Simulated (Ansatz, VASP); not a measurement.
## One calculation of SnO2, two programs

```xyz
3
Lattice="3.2146 0.0000 0.0000 -1.6073 2.7839 0.0000 0.0000 0.0000 4.5988" Properties=species:S:1:pos:R:3 pbc="T T T"
Sn    0.0000    0.0000    2.2994
O     0.0000    1.8559    3.3111
O     1.6073    0.9280    1.2878
```

Alike in both runs: functional PBE; dispersion D3(BJ); k mesh 6 × 6 × 4; occupations gaussian, width 0.1 eV; no spin polarisation.

Ansatz relaxed the structure, and its values are those at the end. VASP's run is a single point on that final structure, the one shown.

|  | VASP | Ansatz |
| --- | --- | --- |
| version | VASP 6.6.1 | Ansatz 0.2.0 |
| potentials or method | VASP PAW PBE potentials, release 64 (Sn_d, O), cutoff 520 eV | scalar-relativistic, plane waves, PAW |
| valence electrons in the cell | 26 | 26 |

|  | VASP | Ansatz | Ansatz less VASP |
| --- | --- | --- | --- |
| gap on the k mesh at the Fermi level (eV) | 1.87 | 1.89 | +0.023 |
| least direct gap on the mesh (eV) | 1.93 | 1.94 | +0.019 |
| pressure (GPa) | 0.7 | 0.1 | -0.59 |
| rms of the force components (eV/Å) | 0.024 | 0.001 | -0.0230 |
